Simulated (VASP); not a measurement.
# CoPtO2 (R-3m) in VASP: further runs, part 2 of 3

VASP 6.6.1. The steps go on from the part before.

**3. Single point, PBEsol, collinear spin, ferromagnetic start (10.46 Å³/atom)**

File INCAR:

```
PREC = Accurate ; ENCUT = 520
EDIFF = 1E-7 ; ISMEAR = -1
SIGMA = 0.05 ; LREAL = F
LASPH = T ; NELM = 150
ALGO = Normal ; ISIF = 2
LWAVE = F ; LCHARG = F
ISPIN = 2 ; MAGMOM = 0 2 0 0
LORBIT = 11 ; LMAXMIX = 4
GGA = PS ; NBANDS = 28
```

File KPOINTS:

```
Automatic mesh
0
Gamma
  11 11 11
```

File POSCAR:

```
CoPtO2
1.0
    1.4216229708      0.8207744048      5.9787239584
   -1.4216229708      0.8207744048      5.9787239584
    0.0000000000     -1.6415488097      5.9787239584
Pt Co O
1 1 2
Direct
    0.0000000000      0.0000000000      0.0000000000
    0.5000000000      0.5000000000      0.5000000000
    0.1122440300      0.1122440300      0.1122440300
    0.8877559700      0.8877559700      0.8877559700
```

Potentials or basis: VASP PAW PBE potentials, release 64 (Pt, Co, O).

On the command line:

```console
$ cat potpaw_PBE.64/Pt/POTCAR potpaw_PBE.64/Co/POTCAR potpaw_PBE.64/O/POTCAR > POTCAR
$ mpirun -np 1 vasp_std > vasp.out
```

OUTCAR:

```text
PREC = Accurate
   ENCUT = 520
   EDIFF = 1E-7
   ISMEAR = -1
   LREAL = F
   LASPH = T
   NELM = 150
   ISIF = 2
   ISPIN = 2
   LORBIT = 11
   GGA = PS

 ion  position               nearest neighbor table
   1  0.000  0.000  0.000-   3 2.01   4 2.01
   2  0.500  0.500  0.500-   3 1.91   4 1.91   3 1.91   3 1.91   4 1.91   4 1.91
   3  0.112  0.112  0.112-   2 1.91   2 1.91   2 1.91   1 2.01
   4  0.888  0.888  0.888-   2 1.91   2 1.91   2 1.91   1 2.01

  LATTYP: Found a trigonal (rhomboedric) cell.
 ALAT       =     6.1999856988
 COS(alpha) =     0.8948480128

  Lattice vectors:

 A1 = (   1.4216229708,   0.8207744048,   5.9787239584)
 A2 = (  -1.4216229708,   0.8207744048,   5.9787239584)
 A3 = (   0.0000000000,  -1.6415488097,   5.9787239584)

Analysis of symmetry for initial positions (statically):
=====================================================================
 Subroutine PRICEL returns:
 Original cell was already a primitive cell.

 Routine SETGRP: Setting up the symmetry group for a
 trigonal (rhombohedral) supercell.

 Subroutine GETGRP returns: Found 12 space group operations
 (whereof 12 operations were pure point group operations)
 out of a pool of 12 trial point group operations.

The static configuration has the point symmetry D_3d.

Analysis of symmetry for dynamics (positions and initial velocities):
=====================================================================
 Subroutine PRICEL returns:
 Original cell was already a primitive cell.

 Routine SETGRP: Setting up the symmetry group for a
 trigonal (rhombohedral) supercell.

 Subroutine GETGRP returns: Found 12 space group operations
 (whereof 12 operations were pure point group operations)
 out of a pool of 12 trial point group operations.

The dynamic configuration has the point symmetry D_3d.

Analysis of structural, dynamic, and magnetic symmetry:
=====================================================================
 Subroutine PRICEL returns:
[... 165 lines left out ...]
 val. band max:        8.2123362614   @ k =  -0.3636  -0.3636   0.0909
 cond. band min:       8.3075144164   @ k =   0.4545   0.4545  -0.0000
 fundamental gap:      0.0951781550
 Fermi energy:         8.2640459679

 spin component 1

 k-point     1 :       0.0000    0.0000    0.0000
  band No.  band energies     occupation
      1     -13.1068      1.00000
      2     -11.2377      1.00000
      3      -1.2812      1.00000
      4       1.3285      1.00000
      5       1.8520      1.00000
      6       1.8520      1.00000
[... 709 lines left out ...]
     26      25.6491      0.00000
     27      26.0851      0.00000

 [... further k-points ...]

 spin component 2

 k-point     1 :       0.0000    0.0000    0.0000
  band No.  band energies     occupation
      1     -13.1068      1.00000
      2     -11.2377      1.00000
      3      -1.2812      1.00000
      4       1.3286      1.00000
      5       1.8520      1.00000
      6       1.8520      1.00000
[... 709 lines left out ...]
     26      25.6491      0.00000
     27      26.0852      0.00000

 [... further k-points ...]

 [bands above 27 left out]

------------------------ aborting loop because EDIFF is reached ----------------------------------------

  FORCE on cell =-STRESS in cart. coord.  units (eV):
  Direction    XX          YY          ZZ          XY          YZ          ZX
  --------------------------------------------------------------------------------------
  -------------------------------------------------------------------------------------
  Total       -2.1714711     -2.1714711     -3.0195293     -0.0000000      0.0000000      0.0000000
  in kB      -83.1182989    -83.1182989   -115.5797756     -0.0000000      0.0000000      0.0000000
  external PRESSURE =     -93.9387911 kB  Pullay stress =       0.0000000 kB

 VOLUME and BASIS-vectors are now :
 -----------------------------------------------------------------------------
  energy-cutoff  :      520.00
  volume of cell :       41.86
      direct lattice vectors                 reciprocal lattice vectors
     1.421622971  0.820774405  5.978723958     0.351710693  0.203060263  0.055753257
    -1.421622971  0.820774405  5.978723958    -0.351710693  0.203060263  0.055753257
     0.000000000 -1.641548810  5.978723958     0.000000000 -0.406120526  0.055753257

 POSITION                                       TOTAL-FORCE (eV/Angst)
 -----------------------------------------------------------------------------------
      0.00000      0.00000      0.00000         0.000000      0.000000     -0.000000
      0.00000     -0.00000      8.96809         0.000000      0.000000     -0.000000
      0.00000     -0.00000      2.01323         0.000000     -0.000000      0.029722
      0.00000     -0.00000     15.92294         0.000000      0.000000     -0.029722
 -----------------------------------------------------------------------------------
    total drift:                                0.000000      0.000000     -0.000000

  FREE ENERGIE OF THE ION-ELECTRON SYSTEM (eV)
  ---------------------------------------------------
  free  energy   TOTEN  =       -28.7226775169 eV

  energy  without entropy=      -28.7168930232  energy(sigma->0) =      -28.71978527

 total charge

# of ion       s       p       d       tot
------------------------------------------
    1        0.635   0.550   7.986   9.171
    2        0.424   0.648   7.349   8.422
    3        1.551   3.421   0.000   4.972
    4        1.551   3.421   0.000   4.972
--------------------------------------------------
tot          4.161   8.040  15.336  27.537

 magnetization (x)

# of ion       s       p       d       tot
------------------------------------------
    1        0.000   0.000   0.000   0.000
    2       -0.000  -0.000  -0.000  -0.000
    3       -0.000   0.000   0.000   0.000
    4       -0.000   0.000   0.000   0.000
--------------------------------------------------
tot         -0.000   0.000  -0.000  -0.000
```

stdout:

```text
POSCAR found type information on POSCAR PtCoO
 POSCAR found :  3 types and       4 ions
 scaLAPACK will be used
 -----------------------------------------------------------------------------
|                                                                             |
|                                                                             |
|     You enforced a specific xc type in the INCAR file but a different       |
|     I HOPE YOU KNOW WHAT YOU ARE DOING!                                     |
|                                                                             |
 -----------------------------------------------------------------------------

 LDA part: xc-table for (Slater+PW92), standard interpolation
 POSCAR, INCAR and KPOINTS ok, starting setup
 FFT: planning ... GRIDC
 FFT: planning ... GRID_SOFT
 FFT: planning ... GRID
 WAVECAR not read
 entering main loop
```

Wall time 29 min (1 thread of Intel Xeon 6975P-C (Granite Rapids), shared host); peak memory 0.6 GiB.

Results:

| Property | Result |
| --- | --- |
| Free energy | -28.7227 eV |
| Pressure | -9.4 GPa |
| Largest force | 0.030 eV/Å |
| Net moment | 0.00 μB per cell |
| Valence electrons inside the program's atomic spheres | Pt 9.17; Co 8.42; O 4.97 |

Forces in eV/Å, atoms in the order of the input:
```
Pt   0.000  0.000  0.000
Co   0.000  0.000  0.000
O    0.000  0.000  0.030
O    0.000  0.000 -0.030
```

Stress tensor (GPa, compression positive):
```
 -8.31   0.00   0.00
  0.00  -8.31   0.00
  0.00   0.00 -11.56
```

Levels at points of the mesh, in eV from the Fermi level:
Spin up:
```csv
k point,band 13,band 14,band 15,band 16,band 17,band 18,band 19,band 20
"(0.00, 0.00, 0.00)",-1.85,-1.58,-1.58,-1.45,1.79,1.79,2.60,5.40
```
Spin down:
```csv
k point,band 14,band 15,band 16,band 17,band 18,band 19
"(0.00, 0.00, 0.00)",-1.58,-1.58,-1.45,1.79,1.79,2.60
```

Caveat: the cell stands under tension; the moments typed at the start vanished in this run; the PAW data sets were made with another functional, which shifts forces and pressure a little; spin-orbit coupling is left out, which moves the levels of the heavy elements; semilocal functionals often make such compounds metallic where correlation or magnetic order opens a gap, which also shifts bond lengths.

**4. Single point, PBE, collinear spin, ferromagnetic start**

This run uses another cell than the first one, of 9.85 Å³/atom.

File INCAR:

```
  PREC = Accurate
  ENCUT = 600
  EDIFF = 1E-6
  ISMEAR = -1
  SIGMA = 0.05
  LREAL = False
  LASPH = True
  NELM = 200
  ALGO = Normal
  ISIF = 2
  LWAVE = False
  LCHARG = False
  ISPIN = 2
  MAGMOM = 0 2 0 0
  LORBIT = 11
  LMAXMIX = 4
  GGA = PE
  NBANDS = 36
  GGA_COMPAT = False
```

KPOINTS is that of step 3.

File POSCAR:

```
CoPtO2
1.0
    1.3931828489      0.8043544928      5.8591172543
   -1.3931828489      0.8043544928      5.8591172543
    0.0000000000     -1.6087089856      5.8591172543
Pt Co O
1 1 2
Direct
    0.0000000000      0.0000000000      0.0000000000
    0.5000000000      0.5000000000      0.5000000000
    0.1122440300      0.1122440300      0.1122440300
    0.8877559700      0.8877559700      0.8877559700
```

Potentials or basis: VASP PAW PBE potentials, release 64 (Pt_sv_GW, Co_sv, O).

On the command line:

```console
$ cat potpaw_PBE.64/Pt_sv_GW/POTCAR potpaw_PBE.64/Co_sv/POTCAR potpaw_PBE.64/O/POTCAR > POTCAR
$ mpirun -np 1 vasp_std > vasp.out
```

Run time: 30 min. Hardware: 1 thread of AMD EPYC 9R45 (Zen 5), shared host; peak memory 0.72 GiB.

Results (log left out):

```yaml
Free_energy: -26.4386 eV
Pressure: 16.3 GPa
Largest_force: 0.156 eV/Å
Net_moment: 0.00 μB per cell
Valence_electrons_inside_the_program's_atomic_spheres: Pt 17.87; Co 15.09; O 5.05
```

Forces in eV/Å, atoms in the order of the input:
```
Pt   0.000  0.000  0.000
Co   0.000  0.000  0.000
O    0.000  0.000 -0.156
O    0.000  0.000  0.156
```

Stress tensor (GPa, compression positive):
```
15.42  0.00  0.00
 0.00 15.42  0.00
 0.00  0.00 18.13
```

Levels at points of the mesh, in eV from the Fermi level:
Spin up:
```
           k point  band 21  band 22  band 23  band 24  band 25  band 26  band 27  band 28
(0.00, 0.00, 0.00)    -2.17    -1.78    -1.78    -1.72     1.88     1.88     2.93     5.41
```
Spin down:
| k point | band 22 | band 23 | band 24 | band 25 | band 26 | band 27 |
| --- | --- | --- | --- | --- | --- | --- |
| (0.00, 0.00, 0.00) | -1.78 | -1.78 | -1.72 | 1.88 | 1.88 | 2.93 |

Caveat: the cell stands under pressure; the moments typed at the start vanished in this run; spin-orbit coupling is left out, which moves the levels of the heavy elements; semilocal functionals often make such compounds metallic where correlation or magnetic order opens a gap, which also shifts bond lengths.

(Continued in part 3 of 3.)
